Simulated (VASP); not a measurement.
The system is SiGeTe2S2.

```xyz
6
Lattice="-2.4553 2.4553 5.7268 2.4553 -2.4553 5.7268 2.4553 2.4553 -5.7268" Properties=species:S:1:pos:R:3 pbc="T T T"
Si    0.0000    0.0000    5.7268
Ge    0.0000    0.0000    0.0000
Te    0.0000    0.0000    8.5242
Te    0.0000    0.0000    2.9293
S     0.0000    2.4553    0.0000
S     2.4553    0.0000    0.0000
```

| Property | Result |
| --- | --- |
| Program | VASP 6.6.1 |
| Task | relaxation of cell and atoms |
| Functional | PBE |
| Potentials or basis | VASP PAW PBE potentials, release 64 (Si, Ge_d, Te, S) |
| Cutoff | 600 eV |
| k mesh | 6 × 6 × 6 |
| Occupations | gaussian, width 0.1 eV |
| Spin | no spin polarisation |

At the start: pressure -0.3 GPa; volume 23.02 Å³/atom.

Question: How do energy, volume and symmetry change on relaxing?

Answer: Over 4 steps the energy falls by 3.9 meV/atom and the volume is 23.05 Å³/atom (+0.2 %); space group I4/mmm (No. 139, to 0.05 Å).

The path:
```
step  energy change (eV)  largest force (eV/Å)  pressure (GPa)  volume (Å³)
   1              0.0000                0.0426           -0.29       138.09
   2             -0.0194                0.0085            0.27       137.24
   3             -0.0209                0.0036            0.50       136.92
   4             -0.0235                0.0038           -0.02       138.30
```

Final structure:
```
Si Ge Te S
1.0
    -2.43202    2.43202    5.84560
     2.43202   -2.43202    5.84560
     2.43202    2.43202   -5.84560
Si Ge Te S
1 1 2 2
Direct
  0.50000 0.50000 0.00000
  0.00000 0.00000 0.00000
  0.74399 0.74399 0.00000
  0.25601 0.25601 0.00000
  0.50000 0.00000 0.50000
  0.00000 0.50000 0.50000
```
